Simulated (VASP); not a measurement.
Here is a VASP 6.6.1 calculation.

File INCAR:

```
ALGO = Normal
EDIFF = 1E-6
ENCUT = 400
GGA = PE
GGA_COMPAT = F
ISIF = 2
ISMEAR = 0
ISPIN = 2
LASPH = T
LCHARG = F
LORBIT = 11
LREAL = Auto
LWAVE = F
MAGMOM = 0.2 0 0 0 0 0 0 0 0 0 0 0 0 0 0 0 0 0 0 0 0 0 0 0 0 0 0 0.2 0 0.2 0 0 0 0.2 0 0 0 0 0 0 0 0 0 0 0 0.2 0 0 0 0 0 0 0 0
NBANDS = 280
NELECT = 485.0
NELM = 200
PREC = Accurate
SIGMA = 0.05
```

File KPOINTS:

```
k-points
0
Gamma
  1 1 1
```

File POSCAR:

```
In26GaP27
1.0
    0.0000000000      8.7915000000      8.7915000000
    8.7915000000      0.0000000000      8.7915000000
    8.7915000000      8.7915000000      0.0000000000
Ga In P
1 26 27
Direct
   -0.0004298679      0.0000229112     -0.0000144586
    0.0002058200     -0.0001782886      0.3307676468
    0.0000134065      0.0000346600      0.6690045933
    0.0001605361      0.3307336472     -0.0000811550
    0.0005228352      0.3331920372      0.3330113939
    0.0002478623      0.3305212309      0.6688582455
    0.0000131750      0.6691204224      0.0000798254
    0.0003326277      0.6687877441      0.3304986810
   -0.0001261593      0.6666787494      0.6667596702
    0.3306792000     -0.0000087573      0.0001150857
    0.3330650671      0.0003690768      0.3332818349
    0.3308450094     -0.0000526989      0.6691813343
    0.3329500881      0.3333509039      0.0004275238
    0.3330848046      0.3332105440      0.3331646021
    0.3335401051      0.3334068536      0.6664358549
    0.3307254738      0.6689569666      0.0001713342
    0.3334906294      0.6663617713      0.3334374235
    0.3334672004      0.6664073146      0.6665135234
    0.6690298860     -0.0001308958     -0.0001068039
    0.6692535844     -0.0003280053      0.3310040130
    0.6666715369     -0.0003013418      0.6666360545
    0.6691397303      0.3308812382     -0.0002006186
    0.6665639954      0.3334172677      0.3334859069
    0.6665667179      0.3334293661      0.6663714552
    0.6666818996      0.6665861899     -0.0002202876
    0.6665794064      0.6662984693      0.3334623994
    0.6664696667      0.6668100866      0.6667331548
    0.0783683142      0.0786199322      0.0785487629
    0.0828393952      0.0829269494      0.4170258114
    0.0787700036      0.0783222489      0.7640684931
    0.0828005574      0.4171157285      0.0828436893
    0.0829560117      0.4169118397      0.4170031465
    0.0834832924      0.4166514627      0.7496961744
    0.0786992536      0.7640244915      0.0783880396
    0.0834338183      0.7495854597      0.4168454306
    0.0835194781      0.7499198625      0.7499185220
    0.4170235079      0.0829711460      0.0829207745
    0.4171520840      0.0828909408      0.4169740264
    0.4167446419      0.0834361522      0.7499443366
    0.4171725397      0.4168764809      0.0829192745
    0.4166329104      0.4164995070      0.4165460871
    0.4166530690      0.4164808853      0.7501838950
    0.4168425747      0.7497619265      0.0834396215
    0.4166037451      0.7500994297      0.4165365983
    0.4164440571      0.7498231570      0.7500612296
    0.7642403474      0.0784651208      0.0786372987
    0.7500737021      0.0834440520      0.4165072658
    0.7497969918      0.0834173240      0.7497202646
    0.7499916060      0.4164332369      0.0834897591
    0.7503341718      0.4164661141      0.4165492941
    0.7500040060      0.4168275257      0.7496017905
    0.7497999271      0.7497414663      0.0834754028
    0.7501305096      0.7495061414      0.4167282292
    0.7500374713      0.7498500535      0.7499407453
```

Potentials or basis: VASP PAW PBE potentials, release 64 (Ga_d, In_d, P).

The run is started by

```bash
$ cat potpaw_PBE.64/Ga_d/POTCAR potpaw_PBE.64/In_d/POTCAR potpaw_PBE.64/P/POTCAR > POTCAR
$ mpirun -np 1 vasp_gam > vasp.out
```

(1) What does it give for the largest force?

(2) Predict the net moment.

Results:

(1) 0.060 eV/Å.

(2) 0.01 μB per cell.

Caveat: the k points lie up to 0.62 Å⁻¹ apart; the cell carries a net charge on a neutralising background, which shifts energy and pressure; the cell is charged against a uniform background, so pressure and absolute levels hang on convention; spin-orbit coupling is left out, which moves the levels of the heavy elements.
